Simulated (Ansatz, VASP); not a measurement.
# Mg3SnO in VASP and in Ansatz

Contents of INCAR:

```
SYSTEM = Mg3SnO
ALGO     = Normal         ! electronic algorithm
EDIFF    = 1E-6           ! SCF threshold, eV
ENCUT    = 520            ! plane-wave cutoff, eV
GGA      = PE             ! functional
ISIF     = 2              ! what is computed and relaxed
ISMEAR   = -1             ! smearing method
LASPH    = .TRUE.         ! aspherical terms in the spheres
LCHARG   = .FALSE.        ! write CHGCAR
LREAL    = .FALSE.        ! projectors in reciprocal space
LWAVE    = .FALSE.        ! write WAVECAR
NBANDS   = 21             ! bands
NELM     = 60             ! most SCF steps
PREC     = Accurate       ! precision mode
SIGMA    = 0.02           ! smearing width, eV
```

File KPOINTS:

```
k-points
0
G
  6 6 6
  0 0 0
```

File POSCAR:

```
Mg3SnO
1.0
    4.4748830946      0.0000000000      0.0000000000
    0.0000000000      4.4748830946      0.0000000000
    0.0000000000      0.0000000000      4.4748830946
Sn O Mg
1 1 3
Direct
    0.0000000000      0.0000000000      0.0000000000
    0.5000000000      0.5000000000      0.5000000000
    0.5000000000      0.5000000000      0.0000000000
    0.5000000000      0.0000000000      0.5000000000
    0.0000000000      0.5000000000      0.5000000000
```

Input for Ansatz:

```yaml
crystal:
  lattice:
    - [4.4748830946, 0.0, 0.0]
    - [0.0, 4.4748830946, 0.0]
    - [0.0, 0.0, 4.4748830946]
  atoms:
    - { symbol: Sn, position: [0.0, 0.0, 0.0] }
    - { symbol: O, position: [0.5, 0.5, 0.5] }
    - { symbol: Mg, position: [0.5, 0.5, 0.0] }
    - { symbol: Mg, position: [0.5, 0.0, 0.5] }
    - { symbol: Mg, position: [0.0, 0.5, 0.5] }
kpoints:
  mp_grid: { grid: [6, 6, 6] }
hamiltonian:
  xc: pbe
scf:
  occupations: { method: fermi_dirac, width: 0.02 }
  n_extra_bands: 5
output:
  forces: true
  stress: true
  eigenvalues: true
```

Alike in both runs: task single point; functional PBE; k mesh 6 × 6 × 6; occupations fermi-dirac, width 0.02 eV; no spin polarisation.

```csv
,VASP,Ansatz
version,VASP 6.6.1,Ansatz 0.2.0
potentials or method,"VASP PAW PBE potentials, release 64 (Sn_d, O, Mg)","plane waves, PAW"
plane-wave cutoff (eV),520,420
valence electrons in the cell,26,50
```

```tsv
	VASP	Ansatz	Ansatz less VASP
pressure (GPa)	-3.9	-3.6	+0.29
```

The functional is the same, so the differences come from potentials, cutoffs and numerics. VASP's potentials hold 26 valence electrons a cell and Ansatz's 50, so a difference there can come from the potentials and not from the codes.
